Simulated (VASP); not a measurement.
A run of VASP 6.6.1 is set up as follows.

The input INCAR:

```
SYSTEM = F
PREC = Accurate
ENCUT = 520
EDIFF = 1E-6
ISMEAR = 0
SIGMA = 0.02
LREAL = .False.
LASPH = .True.
NELM = 80
ALGO = Normal
ISIF = 2
LWAVE = .False.
LCHARG = .True.
GGA = PS
LELF = .True.
LVHAR = .True.
NBANDS = 22
```

The input KPOINTS:

```
regular mesh
0
Gamma
  8 8 4
  0 0 0
```

File POSCAR:

```
F
1.0
    3.0374371384     -1.8046613887      0.1874644893
    3.0374371384      1.8046613887      0.1874644893
   -1.2137648676      0.0000000000      6.9574079519
F
4
Direct
    0.9301062642      0.5789100283      0.0919325391
    0.4210899717      0.0698937358      0.4080674609
    0.0698937358      0.4210899717      0.9080674609
    0.5789100283      0.9301062642      0.5919325391
```

Potentials or basis: VASP PAW PBE potentials, release 64 (F).

Launch:

```console
$ cat potpaw_PBE.64/F/POTCAR > POTCAR
$ mpirun -np 1 vasp_std > vasp.out
```

Task: Predict the pressure.

Result: 0.3 GPa.

Task: Estimate the largest force.

Result: 0.441 eV/Å.

Stress tensor (GPa, compression positive):
```
-0.46  0.00 -0.25
 0.00 -0.16  0.00
-0.25  0.00  1.55
```

Caveat: the PAW data sets were made with another functional, which shifts forces and pressure a little.
